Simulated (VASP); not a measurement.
Wanted: the native input for a VASP 6.6.1 run.

```yaml
Task: single point
Functional: PBE
Potentials_or_basis: VASP PAW PBE potentials, release 64 (Hf_pv, B, N)
Cutoff: 600 eV
k_mesh: 4 × 4 × 4
Occupations: gaussian, width 0.2 eV
Spin: no spin polarisation
Dipole_correction: no
Further_INCAR_settings: ALGO = Normal; EDIFF = 1e-06; NBANDS = 20
```

The structure of HfB3N lies in POSCAR:

```
HfB3N
1.0
    3.6289658297      0.0000000000      0.0000000000
    0.0000000000      3.6289658297      0.0000000000
    0.0000000000      0.0000000000      3.6289658297
Hf B N
1 3 1
Direct
    0.5000000000      0.5000000000      0.5000000000
    0.5000000000      0.0000000000      0.0000000000
    0.0000000000      0.5000000000      0.0000000000
    0.0000000000      0.0000000000      0.5000000000
    0.0000000000      0.0000000000      0.0000000000
```

The cell was built from a structure type or drawn by symmetry, and may not be a known phase.

The input as run:

INCAR

```
SYSTEM = HfB3N
PREC = Accurate
ENCUT = 600
EDIFF = 1E-6
ISMEAR = 0
SIGMA = 0.2
LREAL = .FALSE.
LASPH = .TRUE.
NELM = 120
ALGO = Normal
ISIF = 2
LWAVE = .FALSE.
LCHARG = .FALSE.
GGA = PE
NBANDS = 20
GGA_COMPAT = .FALSE.
```

KPOINTS

```
Automatic mesh
0
G
  4 4 4
  0 0 0
```

Potentials or basis: VASP PAW PBE potentials, release 64 (Hf_pv, B, N).

Run with:

```bash
$ cat potpaw_PBE.64/Hf_pv/POTCAR potpaw_PBE.64/B/POTCAR potpaw_PBE.64/N/POTCAR > POTCAR
$ mpirun -np 1 vasp_std > vasp.out
```

It gave:

```
Pressure               : -0.6 GPa
Band gap on the k mesh : zero (bands 12 and 13 overlap by 3.20 eV)
```

Caveat: the k points lie up to 0.43 Å⁻¹ apart, too coarse for converged energies and pressures of a metal; spin-orbit coupling is left out, which moves the levels of the heavy elements.

Wall time 16 s on 1 thread of Intel(R) Xeon(R) Platinum 8375C CPU @ 2.90GHz (Ice Lake), on a shared host, peak memory 0.17 GiB.
